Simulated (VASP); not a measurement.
# Ru (Cmcm) in VASP: notebook

Runs on Ru. Level: PBEsol. Tasks: single point.

Everything below comes from runs of VASP 6.6.1. Logs are shortened: lines on timing, memory, paths and dates and some standing lists are left out, and cuts for length are marked.

### Step 1. The cell of the first run

The structure is orthorhombic, space group Cmcm (No. 63). Conventional cell: a = 2.706 Å, b = 4.687 Å, c = 4.282 Å, α = 90.00°, β = 90.00°, γ = 90.00°. Within 3.5 Å of Ru (site symmetry m2m) lie 14 Ru at 2.55 to 3.43 Å.

### Step 2. Single point, PBEsol (atom 1 (Ru) moved by (+0.000, -0.450) A along x and y)

INCAR reads:

```
ALGO     = Fast           # electronic algorithm
EDIFF    = 1E-6           # SCF threshold, eV
ENCUT    = 520            # plane-wave cutoff, eV
GGA      = PS             # functional
ISIF     = 2              # what is computed and relaxed
ISMEAR   = 0              # smearing method
LASPH    = T              # aspherical terms in the spheres
LCHARG   = T              # write CHGCAR
LELF     = T              # ELF
LREAL    = F              # projectors in reciprocal space
LVHAR    = T            
LWAVE    = F              # write WAVECAR
NBANDS   = 21             # bands
NELM     = 80             # most SCF steps
PREC     = Accurate       # precision mode
SIGMA    = 0.15           # smearing width, eV
```

KPOINTS reads:

```
k-points
0
Gamma
  24 24 12
```

POSCAR reads:

```
Ru
1.0
    2.7057993342      0.0000000000      0.0000000000
   -1.3528996671      2.3432909610      0.0000000000
    0.0000000000      0.0000000000      4.2819000000
Ru
2
Direct
    0.2373145274      0.4746290548      0.2500000000
    0.6666666667      0.3333333333      0.7500000000
```

Potentials or basis: VASP PAW PBE potentials, release 64 (Ru_pv).

On the command line:

```bash
$ cat potpaw_PBE.64/Ru_pv/POTCAR > POTCAR
$ mpirun -np 1 vasp_std > vasp.out
```

OUTCAR:

```text
EDIFF = 1E-6
   ENCUT = 520
   GGA = PS
   ISIF = 2
   ISMEAR = 0
   LASPH = T
   LREAL = F
   NELM = 80
   PREC = Accurate

 ion  position               nearest neighbor table
   1  0.237  0.475  0.250-   2 2.55   2 2.55   2 2.55   2 2.55   2 2.94   2 2.94
   2  0.667  0.333  0.750-   1 2.55   1 2.55   1 2.55   1 2.55   1 2.94   1 2.94

  LATTYP: Found a hexagonal cell.
 ALAT       =     2.7057993342
 C/A-ratio  =     1.5824898565

  Lattice vectors:

 A1 = (   2.7057993342,   0.0000000000,   0.0000000000)
 A2 = (  -1.3528996671,   2.3432909610,   0.0000000000)
 A3 = (   0.0000000000,   0.0000000000,   4.2819000000)

Analysis of symmetry for initial positions (statically):
=====================================================================
 Subroutine PRICEL returns:
 Original cell was already a primitive cell.

 Routine SETGRP: Setting up the symmetry group for a
 hexagonal supercell.

 Subroutine GETGRP returns: Found  8 space group operations
 (whereof  2 operations were pure point group operations)
 out of a pool of 24 trial point group operations.

The static configuration has the point symmetry C_1h.
 The point group associated with its full space group is D_2h.

Analysis of symmetry for dynamics (positions and initial velocities):
=====================================================================
 Subroutine PRICEL returns:
 Original cell was already a primitive cell.

 Routine SETGRP: Setting up the symmetry group for a
 hexagonal supercell.

 Subroutine GETGRP returns: Found  8 space group operations
 (whereof  2 operations were pure point group operations)
 out of a pool of 24 trial point group operations.

The dynamic configuration has the point symmetry C_1h.
 The point group associated with its full space group is D_2h.

 Subroutine INISYM returns: Found  8 space group operations
 (whereof  2 operations are pure point group operations),
 and found     1 'primitive' translations

----------------------------------------------------------------------------------------

                                     Primitive cell

  volume of cell :      27.1493

[... 79 lines left out ...]
   PREC   = accura    normal or accurate (medium, high low for compatibility)
   ISTART =      0    job   : 0-new  1-cont  2-samecut
   ICHARG =      2    charge: 1-file 2-atom 10-const
   ISPIN  =      1    spin polarized calculation?
   LNONCOLLINEAR =      F non collinear calculations
   LSORBIT =      F    spin-orbit coupling
   LASPH  =      T    aspherical Exc in radial PAW
   ENCUT  =  520.0 eV  38.22 Ry    6.18 a.u.   5.03  5.03  7.96*2*pi/ulx,y,z
   NELM   =     80;   NELMIN=  2; NELMDL= -5     # of ELM steps
   EDIFF  = 0.1E-05   stopping-criterion for ELM
   LREAL  =      F    real-space projection
   EDIFFG = 0.1E-04   stopping-criterion for IOM
   NSW    =      0    number of steps for IOM
   IBRION =     -1    ionic relax: 0-MD 1-quasi-New 2-CG
   NFREE  =      0    steps in history (QN), initial steepest desc. (CG)
   ISIF   =      2    stress and relaxation
   ISYM   =      2    0-nonsym 1-usesym 2-fastsym
   POTIM  = 0.5000    time-step for ionic-motion
   TEBEG  =    0.0;   TEEND  =   0.0 temperature during run
   PSTRESS=    0.0 pullay stress
   NELECT =      28.0000    total number of electrons
   NUPDOWN=      -1.0000    fix difference up-down
   EMIN   =  10.00;   EMAX   =-10.00  energy-range for DOS
   EFERMI =   0.00;   METHOD = LEGACY
   ISMEAR =     0;   SIGMA  =   0.15  broadening in eV -4-tet -1-fermi 0-gaus
   EFERMI_NEDOS =   21; number of points for ismear=-14 and -15
   IALGO  =     68    algorithm
   IMIX   =      4    mixing-type and parameters
     AMIX     =   0.40;   BMIX     =  1.00
     AMIX_MAG =   1.60;   BMIX_MAG =  1.00
  volume/ion in A,a.u.               =      13.57        91.61
  Fermi-wavevector in a.u.,A,eV,Ry     =   1.654022  3.125649 37.222686  2.735790
  Thomas-Fermi vector in A             =   2.742361
   LORBIT       =      0    0 simple, 1 ext, 2 COOP (PROOUT), +10 PAW based schemes
   GGA     = PS    functional components
   LHFCALC =     F    Hartree Fock is set to
   AEXX    =    0.0000 exact exchange contribution
   IVDW    =     0    specifies the selected vdW correction
   LEPSILON=     F    determine dielectric tensor
   LRPA    =     F    only Hartree local field effects (RPA)
 non-spin polarized calculation
 RMM-DIIS sequential band-by-band and
 Gauss-broadening in eV      SIGMA  =   0.15
  energy-cutoff  :      520.00
  volume of cell :       27.15
 maximum number of plane-waves:       756
   NGX =  9   NGY =  9   NGZ = 15

 number of electron      28.0000007 magnetization

 Free energy of the ion-electron system (eV)
  ---------------------------------------------------
  ext. energy  EPLUGINS =         0.00000000
  ---------------------------------------------------
  free energy    TOTEN  =       -19.64060966 eV

  energy without entropy =      -19.61432362  energy(sigma->0) =      -19.62746664

 E-fermi :  12.8243     XC(G=0): -14.2657

 val. band max:       12.8241518046   @ k =   0.4583   0.3750   0.2500
 cond. band min:      12.8245062615   @ k =   0.0000   0.0000   0.3333
 fundamental gap:      0.0003544569
 Fermi energy:        12.8242598681

 k-point     1 :       0.0000    0.0000    0.0000
  band No.  band energies     occupation
      1     -30.9341      2.00000
      2     -29.9868      2.00000
      3     -29.8006      2.00000
      4     -29.7596      2.00000
      5     -29.6509      2.00000
      6     -29.6404      2.00000
[... 565 lines left out ...]
     20      24.8117      0.00000
     21      25.9730      0.00000

 [... further k-points ...]

------------------------ aborting loop because EDIFF is reached ----------------------------------------

  FORCE on cell =-STRESS in cart. coord.  units (eV):
  Direction    XX          YY          ZZ          XY          YZ          ZX
  --------------------------------------------------------------------------------------
  -------------------------------------------------------------------------------------
  Total        0.6122074     -2.1078787      2.2379627     -0.0000000     -0.0000000      0.0000000
  in kB       36.1285734   -124.3935521    132.0702841     -0.0000000     -0.0000000      0.0000000
  external PRESSURE =      14.6017685 kB  Pullay stress =       0.0000000 kB

 VOLUME and BASIS-vectors are now :
 -----------------------------------------------------------------------------
  energy-cutoff  :      520.00
  volume of cell :       27.15
      direct lattice vectors                 reciprocal lattice vectors
     2.705799334  0.000000000  0.000000000     0.369576556  0.213375124  0.000000000
    -1.352899667  2.343290961  0.000000000     0.000000000  0.426750249  0.000000000
     0.000000000  0.000000000  4.281900000     0.000000000  0.000000000  0.233541185

 POSITION                                       TOTAL-FORCE (eV/Angst)
 -----------------------------------------------------------------------------------
      0.00000      1.11219      1.07048         0.000000      2.648828     -0.000000
      1.35290      0.78110      3.21143        -0.000000     -2.648828      0.000000
 -----------------------------------------------------------------------------------
    total drift:                               -0.000000     -0.000002      0.000000

  FREE ENERGIE OF THE ION-ELECTRON SYSTEM (eV)
  ---------------------------------------------------
  free  energy   TOTEN  =       -19.6406096581 eV

  energy  without entropy=      -19.6143236226  energy(sigma->0) =      -19.62746664
```

Run time: 8 min. Hardware: 1 thread of Oxide Virtual Turin-like, shared host; peak memory 0.51 GiB.

What came out:

* Free energy: -19.6406 eV
* Pressure: 1.5 GPa
* Largest force: 2.649 eV/Å
* Band gap on the k mesh: zero (bands 14 and 15 overlap by 3.01 eV)

Forces in eV/Å, atoms in the order of the input:
```
Ru   0.000  2.649  0.000
Ru   0.000 -2.649  0.000
```

Stress tensor (GPa, compression positive):
```
  3.61   0.00   0.00
  0.00 -12.44   0.00
  0.00   0.00  13.21
```

Caveat: the cell differs from its parent crystal (atom 1 (Ru) moved by (+0.000, -0.450) A along x and y); the stress differs along the axes, from -12 to 13 GPa; the PAW data sets were made with another functional, which shifts forces and pressure a little.

### Step 3. Single point, PBEsol (atom 1 (Ru) moved by (+0.000, +0.450) A along x and y)

INCAR reads:

```
  ALGO = Fast
  EDIFF = 1E-6
  ENCUT = 520
  GGA = PS
  ISIF = 2
  ISMEAR = 0
  LASPH = T
  LCHARG = T
  LELF = T
  LREAL = F
  LVHAR = T
  LWAVE = F
  NBANDS = 21
  NELM = 80
  PREC = Accurate
  SIGMA = 0.15
```

KPOINTS is that of step 2.

POSCAR: that of step 2 with these lines changed.

```diff
@@ -8,3 +8,3 @@
 Direct
-    0.2373145274      0.4746290548      0.2500000000
+    0.4293521393      0.8587042785      0.2500000000
     0.6666666667      0.3333333333      0.7500000000
```

Potentials or basis: VASP PAW PBE potentials, release 64 (Ru_pv).

On the command line:

```bash
$ cat potpaw_PBE.64/Ru_pv/POTCAR > POTCAR
$ mpirun -np 1 vasp_std > vasp.out
```

It took 8.2 min on 1 thread of Oxide Virtual Turin-like, shared host; peak memory 0.51 GiB.

The run converged. Its results:

| Item | Value |
| --- | --- |
| Free energy | -19.7313 eV |
| Pressure | 3.9 GPa |
| Largest force | 2.384 eV/Å |
| Band gap on the k mesh | zero (bands 14 and 15 overlap by 3.08 eV) |

Forces on the atoms (eV/Å):
```
Ru   0.000 -2.384  0.000
Ru   0.000  2.384  0.000
```

Stress tensor (GPa, compression positive):
```
-8.90  0.00  0.00
 0.00  6.68  0.00
 0.00  0.00 13.83
```

Levels at points of the mesh, in eV from the Fermi level:
```csv
k point,band 10,band 11,band 12,band 13,band 14,band 15,band 16,band 17,band 18,band 19
"(0.00, 0.00, 0.00)",-2.60,-2.42,-2.33,-2.05,-1.41,-0.51,0.04,1.15,1.59,10.20
"(0.50, 0.00, 0.00)",-2.72,-2.41,-1.31,-1.16,0.73,1.52,1.64,3.39,6.49,9.97
"(0.00, 0.50, 0.00)",-4.03,-3.09,-2.96,-1.57,1.19,1.71,1.99,4.52,5.21,12.04
"(0.00, 0.00, 0.50)",-3.23,-2.98,-2.98,-2.35,-2.35,0.27,0.27,0.70,0.70,10.28
"(0.50, 0.00, 0.50)",-5.10,-1.33,-1.33,0.53,0.53,1.64,1.64,4.20,4.20,9.50
"(0.00, 0.50, 0.50)",-4.79,-1.09,-1.09,1.58,1.58,1.79,1.79,2.25,2.25,10.27
```

Caveat: the cell differs from its parent crystal (atom 1 (Ru) moved by (+0.000, +0.450) A along x and y); the stress differs along the axes, from -9 to 14 GPa; the PAW data sets were made with another functional, which shifts forces and pressure a little.
